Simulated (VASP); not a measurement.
Runs of VASP 6.6.1 on LiF. The structure is that of space group Fm-3m (No. 225), or close to it. The cells are those of the table. 

```csv
task,cell,cutoff (eV),gap on the mesh (eV),pressure (GPa)
electric field gradients,"a = 2.834, b = 2.834, c = 2.820 Å, angles 60.2, 60.2, 59.7°, 2 atoms",650,(b),-6.0
single point,"a = 2.834, b = 2.834, c = 2.848 Å, angles 59.8, 59.8, 60.3°, 2 atoms",750,8.91,-6.3
single point,"a = 2.877, b = 2.877, c = 2.848 Å, angles 60.3, 60.3, 59.3°, 2 atoms",750,8.62,-8.0
single point,"a = 2.863, b = 2.863, c = 2.848 Å, angles 60.2, 60.2, 59.7°, 2 atoms",750,(c),-7.5
electric field gradients,"a = 2.834, b = 2.834, c = 2.848 Å, angles 59.8, 59.8, 60.3°, 2 atoms",650,8.91,(a)
electric field gradients,"a = 2.877, b = 2.877, c = 2.905 Å, angles 59.7, 59.7, 60.7°, 2 atoms",650,8.47,-9.2
electric field gradients,"a = 2.863, b = 2.863, c = 2.848 Å, angles 60.2, 60.2, 59.7°, 2 atoms",650,8.73,-7.8
single point,"a = 2.877, b = 2.877, c = 2.905 Å, angles 59.7, 59.7, 60.7°, 2 atoms",750,8.46,-9.0
```

Alike in all rows: level LDA; potentials or basis VASP PAW LDA potentials, release 64 (Li_sv, F); no spin polarisation; k mesh 10 × 10 × 10; smearing fermi-dirac 0.03 eV.

Task: Fill in the values left out.

Result: (a) -6.6; (b) 9.00; (c) 8.72.

Caveats: the cell stands under tension.

A k mesh can miss the band edges.
